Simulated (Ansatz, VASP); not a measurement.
**MnHg in VASP and in Ansatz**

```
CELL_PARAMETERS angstrom
3.34544 0.00000 0.00000
0.00000 3.34544 0.00000
0.00000 0.00000 3.37088
ATOMIC_POSITIONS crystal
Mn 0.50000 0.50000 0.50000
Hg 0.00000 0.00000 0.00000
```

Alike in both runs: task single point; functional LDA; k mesh 9 × 9 × 9; occupations gaussian, width 0.3 eV; collinear spin.

```csv
,VASP,Ansatz
version,VASP 6.6.1,Ansatz 0.2.0
potentials or method,"VASP PAW LDA potentials, release 64 (Mn_pv, Hg), cutoff 520 eV","plane waves, PAW"
valence electrons in the cell,25,35
```

Ansatz gave:

```
pressure (GPa)                                                : -11.6
net moment per atom (μB)                                      : 1.93
size of the moment on the site where the two differ most (μB) : 3.80
```

Estimate VASP's values.

pressure (GPa): -11.6; net moment per atom (μB): 1.89; size of the moment on the site where the two differ most (μB): 3.67.

LDA's correlation is that of Perdew and Zunger in VASP and of Perdew and Wang (1992) in Ansatz. Site moments also hang on the region over which each program counts them. VASP's potentials hold 25 valence electrons a cell and Ansatz's 35, so a difference there can come from the potentials and not from the codes.

Neither program's run includes spin-orbit coupling.
